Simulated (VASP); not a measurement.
Wanted: the native input for a VASP 6.6.1 run.

- Task: single point
- Functional: PBE
- Potentials or basis: VASP PAW PBE potentials, release 64 (W_sv, S)
- Cutoff: 520 eV
- k mesh: 12 × 12 × 2
- Occupations: fermi-dirac, width 0.02 eV
- Spin: no spin polarisation
- Dipole correction: no
- Further INCAR settings: ALGO = Normal; EDIFF = 1e-06; NBANDS = 20

The structure of WS2 lies in POSCAR:

```
WS2
1.0
    3.1697138073      0.0000000000      0.0000000000
   -1.5848569037      2.7450526798      0.0000000000
    0.0000000000      0.0000000000     16.9263324260
W S
1 2
Direct
    0.3333333333      0.6666666667      0.0000000000
    0.6666666667      0.3333333333      0.9076849997
    0.6666666667      0.3333333333      0.0923150003
```

The input as run:

INCAR

```
  PREC = Accurate
  ENCUT = 520
  EDIFF = 1E-6
  ISMEAR = -1
  SIGMA = 0.02
  LREAL = False
  LASPH = True
  NELM = 100
  ALGO = Normal
  ISIF = 2
  LWAVE = False
  LCHARG = False
  GGA = PE
  NBANDS = 20
```

KPOINTS

```
regular mesh
0
Gamma
  12 12 2
```

Potentials or basis: VASP PAW PBE potentials, release 64 (W_sv, S).

Command:

```sh
$ cat potpaw_PBE.64/W_sv/POTCAR potpaw_PBE.64/S/POTCAR > POTCAR
$ mpirun -np 1 vasp_std > vasp.out
```

Results of the run:

```json
{
  "Largest force": "0.301 eV/Å",
  "Band gap on the k mesh": "1.85 eV"
}
```

Caveat: spin-orbit coupling is left out, which moves the levels of the heavy elements.

It took 91 s on 1 thread of Intel(R) Xeon(R) 6975P-C (Granite Rapids) (shared host), peak memory 0.29 GiB.
